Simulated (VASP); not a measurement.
# Ir (P6_3/mmc) in VASP: notebook

Runs on Ir. Level: LDA. Tasks: single point, relaxation of cell and atoms.

Everything below comes from runs of VASP 6.6.1. Logs are shortened: lines on timing, memory, paths and dates and some standing lists are left out, and cuts for length are marked.

## 1. The cell of the first run

The structure is hexagonal, space group P6_3/mmc (No. 194). Conventional cell: a = 2.809 Å, b = 2.809 Å, c = 4.560 Å, α = 90.00°, β = 90.00°, γ = 120.00°. Ir (site symmetry -6m2) has 12 Ir at 2.80 to 2.81 Å within 3.7 Å.

This isn't the form of Ir at room conditions, which is fcc.

## 2. Single point, LDA (15.59 Å³/atom)

The input, INCAR:

```
PREC     = Accurate       # precision mode
ENCUT    = 520            # plane-wave cutoff, eV
EDIFF    = 1E-7           # SCF threshold, eV
ISMEAR   = -1             # smearing method
SIGMA    = 0.1            # smearing width, eV
LREAL    = False          # projectors in reciprocal space
LASPH    = True           # aspherical terms in the spheres
NELM     = 100            # most SCF steps
ALGO     = Normal         # electronic algorithm
ISIF     = 2              # what is computed and relaxed
LWAVE    = False          # write WAVECAR
LCHARG   = False          # write CHGCAR
NBANDS   = 16             # bands
```

The input, KPOINTS:

```
Automatic mesh
0
Gamma
  15 15 8
```

The input, POSCAR:

```
Ir
1.0
    2.8094480468      0.0000000000      0.0000000000
   -1.4047240234      2.4330533791      0.0000000000
    0.0000000000      0.0000000000      4.5601051523
Ir
2
Direct
    0.3333333333      0.6666666667      0.2500000000
    0.6666666667      0.3333333333      0.7500000000
```

Potentials or basis: VASP PAW LDA potentials, release 64 (Ir).

Run with:

```
$ cat potpaw_LDA.64/Ir/POTCAR > POTCAR
$ mpirun -np 1 vasp_std > vasp.out
```

OUTCAR:

```text
PREC = Accurate
   ENCUT = 520
   EDIFF = 1E-7
   ISMEAR = -1
   LREAL = False
   LASPH = True
   NELM = 100
   ISIF = 2

 ion  position               nearest neighbor table
   1  0.333  0.667  0.250-   2 2.80   2 2.80   2 2.80   2 2.80   2 2.80   2 2.80
   2  0.667  0.333  0.750-   1 2.80   1 2.80   1 2.80   1 2.80   1 2.80   1 2.80

  LATTYP: Found a hexagonal cell.
 ALAT       =     2.8094480468
 C/A-ratio  =     1.6231320446

  Lattice vectors:

 A1 = (   2.8094480468,   0.0000000000,   0.0000000000)
 A2 = (  -1.4047240234,   2.4330533791,   0.0000000000)
 A3 = (   0.0000000000,   0.0000000000,   4.5601051523)

Analysis of symmetry for initial positions (statically):
=====================================================================
 Subroutine PRICEL returns:
 Original cell was already a primitive cell.

 Routine SETGRP: Setting up the symmetry group for a
 hexagonal supercell.

 Subroutine GETGRP returns: Found 24 space group operations
 (whereof 12 operations were pure point group operations)
 out of a pool of 24 trial point group operations.

The static configuration has the point symmetry D_3d.
 The point group associated with its full space group is D_6h.

Analysis of symmetry for dynamics (positions and initial velocities):
=====================================================================
 Subroutine PRICEL returns:
 Original cell was already a primitive cell.

 Routine SETGRP: Setting up the symmetry group for a
 hexagonal supercell.

 Subroutine GETGRP returns: Found 24 space group operations
 (whereof 12 operations were pure point group operations)
 out of a pool of 24 trial point group operations.

The dynamic configuration has the point symmetry D_3d.
 The point group associated with its full space group is D_6h.

 Subroutine INISYM returns: Found 24 space group operations
 (whereof 12 operations are pure point group operations),
 and found     1 'primitive' translations

----------------------------------------------------------------------------------------

                                     Primitive cell

  volume of cell :      31.1708

  direct lattice vectors                    reciprocal lattice vectors
     2.809448047  0.000000000  0.000000000     0.355941802  0.205503095  0.000000000
    -1.404724023  2.433053379  0.000000000     0.000000000  0.411006190  0.000000000
     0.000000000  0.000000000  4.560105152     0.000000000  0.000000000  0.219293189

  length of vectors
     2.809448047  2.809448047  4.560105152     0.411006190  0.411006190  0.219293189

  position of ions in fractional coordinates (direct lattice)
     0.333333333  0.666666667  0.250000000
     0.666666667  0.333333333  0.750000000

  ion indices of the primitive-cell ions
   primitive index   ion index
                 1           1
                 2           2

----------------------------------------------------------------------------------------

 KPOINTS: Automatic mesh

Automatic generation of k-mesh.
 Grid dimensions read from file:
 generate k-points for:   15   15    8

 Generating k-lattice:

  Cartesian coordinates                     Fractional coordinates (reciprocal lattice)
     0.023729453  0.013700206  0.000000000     0.066666667  0.000000000  0.000000000
     0.000000000  0.027400413  0.000000000     0.000000000  0.066666667  0.000000000
     0.000000000  0.000000000  0.027411649     0.000000000  0.000000000  0.125000000

  Length of vectors
     0.027400413  0.027400413  0.027411649

  Shift w.r.t. Gamma in fractional coordinates (k-lattice)
     0.000000000  0.000000000  0.000000000

 Subroutine IBZKPT returns following result:
 ===========================================

 Found    135 irreducible k-points:

 Following reciprocal coordinates:
            Coordinates               Weight
  0.000000  0.000000  0.000000      1.000000
  0.066667  0.000000  0.000000      6.000000
  0.133333 -0.000000  0.000000      6.000000
  0.200000  0.000000  0.000000      6.000000
  0.266667 -0.000000  0.000000      6.000000
  0.333333  0.000000  0.000000      6.000000
[... 16 lines left out ...]
  0.333333  0.200000  0.000000     12.000000
  0.400000  0.200000  0.000000      6.000000
 [... further k-points ...]
   k-points           NKPTS =    135   k-points in BZ     NKDIM =    135   number of bands    NBANDS=     16
   number of dos      NEDOS =    301   number of ions     NIONS =      2
   total plane-waves  NPLWV =  20736
   dimension x,y,z NGX =    24 NGY =   24 NGZ =   36
   dimension x,y,z NGXF=    48 NGYF=   48 NGZF=   72
   ions per type =               2
   NGX,Y,Z   is equivalent  to a cutoff of  14.20, 14.20, 13.12 a.u.
   NGXF,Y,Z  is equivalent  to a cutoff of  28.40, 28.40, 26.25 a.u.
 SYSTEM =  unknown system
   PREC   = accura    normal or accurate (medium, high low for compatibility)
   ISTART =      0    job   : 0-new  1-cont  2-samecut
   ICHARG =      2    charge: 1-file 2-atom 10-const
   ISPIN  =      1    spin polarized calculation?
   LNONCOLLINEAR =      F non collinear calculations
   LSORBIT =      F    spin-orbit coupling
   LASPH  =      T    aspherical Exc in radial PAW
   ENCUT  =  520.0 eV  38.22 Ry    6.18 a.u.   5.22  5.22  8.48*2*pi/ulx,y,z
   NELM   =    100;   NELMIN=  2; NELMDL= -5     # of ELM steps
   EDIFF  = 0.1E-06   stopping-criterion for ELM
   LREAL  =      F    real-space projection
   EDIFFG = 0.1E-05   stopping-criterion for IOM
   NSW    =      0    number of steps for IOM
   IBRION =     -1    ionic relax: 0-MD 1-quasi-New 2-CG
   NFREE  =      0    steps in history (QN), initial steepest desc. (CG)
   ISIF   =      2    stress and relaxation
   ISYM   =      2    0-nonsym 1-usesym 2-fastsym
   POTIM  = 0.5000    time-step for ionic-motion
   TEBEG  =    0.0;   TEEND  =   0.0 temperature during run
   PSTRESS=    0.0 pullay stress
   NELECT =      18.0000    total number of electrons
   NUPDOWN=      -1.0000    fix difference up-down
   EMIN   =  10.00;   EMAX   =-10.00  energy-range for DOS
   EFERMI =   0.00;   METHOD = LEGACY
   ISMEAR =    -1;   SIGMA  =   0.10  broadening in eV -4-tet -1-fermi 0-gaus
   EFERMI_NEDOS =   21; number of points for ismear=-14 and -15
   IALGO  =     38    algorithm
   IMIX   =      4    mixing-type and parameters
     AMIX     =   0.40;   BMIX     =  1.00
     AMIX_MAG =   1.60;   BMIX_MAG =  1.00
  volume/ion in A,a.u.               =      15.59       105.18
  Fermi-wavevector in a.u.,A,eV,Ry     =   1.363274  2.576214 25.286647  1.858516
  Thomas-Fermi vector in A             =   2.489691
   LORBIT       =      0    0 simple, 1 ext, 2 COOP (PROOUT), +10 PAW based schemes
   GGA     = CA    functional components
   LHFCALC =     F    Hartree Fock is set to
   AEXX    =    0.0000 exact exchange contribution
   IVDW    =     0    specifies the selected vdW correction
   LEPSILON=     F    determine dielectric tensor
   LRPA    =     F    only Hartree local field effects (RPA)
 non-spin polarized calculation
  energy-cutoff  :      520.00
  volume of cell :       31.17
 maximum number of plane-waves:       853
 NGX is ok and might be reduce to    24
   NGX = 11   NGY = 11   NGZ = 17

 number of electron      18.0000003 magnetization

 Free energy of the ion-electron system (eV)
  ---------------------------------------------------
  ext. energy  EPLUGINS =         0.00000000
  ---------------------------------------------------
  free energy    TOTEN  =       -20.18005782 eV

  energy without entropy =      -20.09089966  energy(sigma->0) =      -20.13547874

 E-fermi :   8.7766     XC(G=0): -13.5849

 val. band max:        8.7759805409   @ k =   0.2000   0.2000   0.1250
 cond. band min:       8.7794616192   @ k =   0.1333   0.0667   0.5000
 fundamental gap:      0.0034810783
 Fermi energy:         8.7766373589

 k-point     1 :       0.0000    0.0000    0.0000
  band No.  band energies     occupation
      1      -1.4162      2.00000
      2       1.5662      2.00000
      3       5.3509      2.00000
      4       5.4615      2.00000
      5       5.4615      2.00000
      6       6.0207      2.00000
[... 8 lines left out ...]
     15      25.1946      0.00000
     16      26.0850      0.00000

 k-point     2 :       0.0667    0.0000    0.0000
  band No.  band energies     occupation
      1      -1.2582      2.00000
      2       1.7064      2.00000
      3       5.1098      2.00000
      4       5.5898      2.00000
      5       5.6730      2.00000
      6       5.9410      2.00000
[... 8 lines left out ...]
     15      25.4001      0.00000
     16      26.2832      0.00000

 k-point     3 :       0.1333   -0.0000    0.0000
  band No.  band energies     occupation
      1      -0.8006      2.00000
      2       2.0876      2.00000
      3       4.7713      2.00000
      4       5.6792      2.00000
      5       5.8432      2.00000
      6       5.9662      2.00000
[... 8 lines left out ...]
     15      25.8917      0.00000
     16      26.0359      0.00000

 k-point     4 :       0.2000    0.0000    0.0000
  band No.  band energies     occupation
      1      -0.0991      2.00000
      2       2.5480      2.00000
      3       4.5050      2.00000
      4       4.9202      2.00000
      5       5.4285      2.00000
      6       6.0894      2.00000
[... 8 lines left out ...]
     15      25.1860      0.00000
     16      25.5545      0.00000
[... 324 lines left out ...]
 k-point    22 :       0.2667    0.2000    0.0000
  band No.  band energies     occupation
      1       2.6220      2.00000
      2       3.1776      2.00000
      3       3.3663      2.00000
      4       4.0882      2.00000
      5       4.9581      2.00000
      6       5.8780      2.00000
[... 8 lines left out ...]
     15      18.2137      0.00000
     16      23.7784      0.00000

 k-point    23 :       0.3333    0.2000    0.0000
  band No.  band energies     occupation
      1       2.9476      2.00000
      2       2.9523      2.00000
      3       3.1768      2.00000
      4       4.6060      2.00000
      5       4.9678      2.00000
      6       5.5977      2.00000
[... 8 lines left out ...]
     15      19.4712      0.00000
     16      21.9438      0.00000

 k-point    24 :       0.4000    0.2000    0.0000
  band No.  band energies     occupation
      1       2.8749      2.00000
      2       3.0302      2.00000
      3       3.1028      2.00000
      4       4.8602      2.00000
      5       5.0098      2.00000
      6       5.4609      2.00000
[... 8 lines left out ...]
     15      20.0604      0.00000
     16      20.8683      0.00000

 [... further k-points ...]

------------------------ aborting loop because EDIFF is reached ----------------------------------------

  FORCE on cell =-STRESS in cart. coord.  units (eV):
  Direction    XX          YY          ZZ          XY          YZ          ZX
  --------------------------------------------------------------------------------------
  -------------------------------------------------------------------------------------
  Total       -6.2544643     -6.2544643     -6.4392578     -0.0000000     -0.0000000      0.0000000
  in kB     -321.4794360   -321.4794360   -330.9778223     -0.0000000     -0.0000000      0.0000000
  external PRESSURE =    -324.6455648 kB  Pullay stress =       0.0000000 kB

 VOLUME and BASIS-vectors are now :
 -----------------------------------------------------------------------------
  energy-cutoff  :      520.00
  volume of cell :       31.17
      direct lattice vectors                 reciprocal lattice vectors
     2.809448047  0.000000000  0.000000000     0.355941802  0.205503095  0.000000000
    -1.404724023  2.433053379  0.000000000     0.000000000  0.411006190  0.000000000
     0.000000000  0.000000000  4.560105152     0.000000000  0.000000000  0.219293189

 POSITION                                       TOTAL-FORCE (eV/Angst)
 -----------------------------------------------------------------------------------
     -0.00000      1.62204      1.14003         0.000000      0.000000      0.000000
      1.40472      0.81102      3.42008        -0.000000      0.000000      0.000000
 -----------------------------------------------------------------------------------
    total drift:                               -0.000000      0.000000     -0.000000

  FREE ENERGIE OF THE ION-ELECTRON SYSTEM (eV)
  ---------------------------------------------------
  free  energy   TOTEN  =       -20.1800578188 eV

  energy  without entropy=      -20.0908996631  energy(sigma->0) =      -20.13547874
```

Wall time 76 s (1 thread of Intel Xeon 8259CL, shared host); peak memory 0.18 GiB.

Results:

```
Free energy            : -20.1801 eV
Pressure               : -32.5 GPa
Band gap on the k mesh : zero (bands 9 and 10 overlap by 2.77 eV)
```

Stress tensor (GPa, compression positive):
```
-32.15   0.00   0.00
  0.00 -32.15   0.00
  0.00   0.00 -33.10
```

Caveat: the cell stands under tension; spin-orbit coupling is left out, which moves the levels of the heavy elements.

[end of part 1 of 2]
